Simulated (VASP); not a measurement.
Wanted: the native input for a VASP 6.6.1 run.

- Task: single point
- Functional: LDA
- Potentials or basis: VASP PAW LDA potentials, release 64 (Te)
- Cutoff: 520 eV
- k mesh: 8 × 8 × 8
- Occupations: fermi-dirac, width 0.05 eV
- Spin: no spin polarisation
- Dipole correction: no
- Further INCAR settings: ALGO = Normal; EDIFF = 1e-06; NBANDS = 16

The structure of Te lies in POSCAR:

```
Te
1.0
    4.2341000000     -2.3712000000      0.0000000000
    4.2341000000      2.3712000000      0.0000000000
   -0.1304500000      0.0000000000      3.8386295000
Te
3
Direct
    0.6760000000      0.6760000000      0.6750000000
    0.3240000000      0.3240000000      0.3250000000
    0.0000000000      0.0000000000      0.0000000000
```

This cell differs from its parent crystal: zz strain of -3 %.

These files were run (other wordings do the same):

INCAR

```
SYSTEM = Te
PREC     = Accurate       ! precision mode
ENCUT    = 520            ! plane-wave cutoff, eV
EDIFF    = 1E-6           ! SCF threshold, eV
ISMEAR   = -1             ! smearing method
SIGMA    = 0.05           ! smearing width, eV
LREAL    = .FALSE.        ! projectors in reciprocal space
LASPH    = .TRUE.         ! aspherical terms in the spheres
NELM     = 80             ! most SCF steps
ALGO     = Normal         ! electronic algorithm
ISIF     = 2              ! what is computed and relaxed
LWAVE    = .FALSE.        ! write WAVECAR
LCHARG   = .TRUE.         ! write CHGCAR
GGA      = CA             ! functional
LELF     = .TRUE.         ! ELF
LVHAR    = .TRUE.       
NBANDS   = 16             ! bands
```

KPOINTS

```
Automatic mesh
0
G
  8 8 8
  0 0 0
```

Potentials or basis: VASP PAW LDA potentials, release 64 (Te).

Run with:

```sh
$ cat potpaw_LDA.64/Te/POTCAR > POTCAR
$ mpirun -np 1 vasp_std > vasp.out
```

Results of the run:

| Property | Result |
| --- | --- |
| Pressure | 6.8 GPa |
| Largest force | 0.512 eV/Å |
| Band gap on the k mesh | zero (bands 9 and 10 overlap by 3.48 eV) |

Caveat: the cell differs from its parent crystal (zz strain of -3 %); the cell stands under pressure; spin-orbit coupling is left out, which moves the levels of the heavy elements.

Run time: 99 s on 1 thread of Intel(R) Xeon(R) Platinum 8375C CPU @ 2.90GHz (Ice Lake), on a shared host, peak memory 0.26 GiB.
